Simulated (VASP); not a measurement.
Wanted: the native input for a VASP 6.6.1 run.

| Quantity | Value |
| --- | --- |
| Task | single point |
| Functional | PBE |
| Potentials or basis | VASP PAW PBE potentials, release 64 (Si, B, W_sv) |
| Cutoff | 520 eV |
| k mesh | 12 × 12 × 8 |
| Occupations | gaussian, width 0.1 eV |
| Spin | no spin polarisation |
| Dipole correction | no |
| Further INCAR settings | ALGO = Normal; EDIFF = 1e-06; NBANDS = 22 |

The structure of SiB3W lies in POSCAR:

```
SiB3W
1.0
    3.9182787441      0.0000000000      0.0000000000
   -1.9591393721      3.3933289315      0.0000000000
    0.0000000000      0.0000000000      4.6305048016
Si B W
1 3 1
Direct
    0.0000000000      0.0000000000      0.0000000000
    0.5000000000      0.0000000000      0.0000000000
    0.0000000000      0.5000000000      0.0000000000
    0.5000000000      0.5000000000      0.0000000000
    0.0000000000      0.0000000000      0.5000000000
```

The cell was generated, and may not be a known phase.

One way to write it, as run:

INCAR

```
SYSTEM = SiB3W
PREC     = Accurate       ! precision mode
ENCUT    = 520            ! plane-wave cutoff, eV
EDIFF    = 1E-6           ! SCF threshold, eV
ISMEAR   = 0              ! smearing method
SIGMA    = 0.1            ! smearing width, eV
LREAL    = .False.        ! projectors in reciprocal space
LASPH    = .True.         ! aspherical terms in the spheres
NELM     = 80             ! most SCF steps
ALGO     = Normal         ! electronic algorithm
ISIF     = 2              ! what is computed and relaxed
LWAVE    = .False.        ! write WAVECAR
LCHARG   = .False.        ! write CHGCAR
GGA      = PE             ! functional
NBANDS   = 22             ! bands
```

KPOINTS

```
regular mesh
0
Gamma
  12 12 8
  0 0 0
```

Potentials or basis: VASP PAW PBE potentials, release 64 (Si, B, W_sv).

Command:

```console
$ cat potpaw_PBE.64/Si/POTCAR potpaw_PBE.64/B/POTCAR potpaw_PBE.64/W_sv/POTCAR > POTCAR
$ mpirun -np 1 vasp_std > vasp.out
```

It gave:

```json
{
 "Pressure": "-0.1 GPa",
 "Band gap on the k mesh": "zero (an odd number of electrons rules out a gap without spin polarisation)"
}
```

Caveat: spin-orbit coupling is left out, which moves the levels of the heavy elements.

It took 3.6 min on 1 thread of Intel Xeon 8259CL (shared host), peak memory 0.27 GiB.
